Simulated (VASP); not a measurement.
A run of VASP 6.6.1 is set up as follows.

The input INCAR:

```
SYSTEM = TaS2
PREC = Accurate
ENCUT = 500
EDIFF = 1E-6
ISMEAR = 0
SIGMA = 0.1
LREAL = .False.
LASPH = .True.
NELM = 120
ALGO = Normal
ISIF = 2
LWAVE = .False.
LCHARG = .False.
GGA = PE
NBANDS = 18
GGA_COMPAT = .False.
```

Contents of KPOINTS:

```
regular mesh
0
Gamma
  3 3 2
  0 0 0
```

POSCAR

```
TaS2
1.0
    3.3828573416      0.0000000000      0.0000000000
   -1.6914286708      2.9296403952      0.0000000000
    0.0000000000      0.0000000000      6.1679785700
Ta S
1 2
Direct
    0.0000000000      0.0000000000      0.0000000000
    0.6666666667      0.3333333333      0.7542821200
    0.3333333333      0.6666666667      0.2457178800
```

Potentials or basis: VASP PAW PBE potentials, release 64 (Ta_pv, S).

Command:

```sh
$ cat potpaw_PBE.64/Ta_pv/POTCAR potpaw_PBE.64/S/POTCAR > POTCAR
$ mpirun -np 1 vasp_std > vasp.out
```

Problem. Estimate the pressure.

Solution. 1.9 GPa.

Problem. What does it give for the largest force?

Solution. 0.092 eV/Å.

Stress tensor (GPa, compression positive):
```
1.78 0.00 0.00
0.00 1.78 0.00
0.00 0.00 2.16
```

Caveat: the k points lie up to 0.71 Å⁻¹ apart; this functional lacks dispersion, which binds the layers, so the pressure and a relaxed spacing across them are unreliable.
